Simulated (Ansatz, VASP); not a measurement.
**Two plane-wave programs on VN**

```
V N
1.0
     0.00000    2.03647    2.03647
     2.03647    0.00000    2.03647
     2.03647    2.03647    0.00000
V N
1 1
Direct
  0.50000 0.50000 0.50000
  0.00000 0.00000 0.00000
```

Alike in both runs: task single point; functional PBEsol; k mesh 18 × 18 × 18; occupations gaussian, width 0.1 eV; no spin polarisation.

|  | VASP | Ansatz |
| --- | --- | --- |
| version | VASP 6.6.1 | Ansatz 0.2.0 |
| potentials or method | VASP PAW PBE potentials, release 64 (V_sv, N), cutoff 600 eV | scalar-relativistic, plane waves, PAW |
| valence electrons in the cell | 18 | 18 |

```tsv
	VASP	Ansatz	Ansatz less VASP
gap on the k mesh at the Fermi level (eV)	none	none	-
pressure (GPa)	0.5	0.0	-0.51
```

VASP's potentials were made for PBE, not for PBEsol. A gap of «none» marks a metal or a gap that the smearing closes. Ansatz's warnings: stress scf threshold loose.
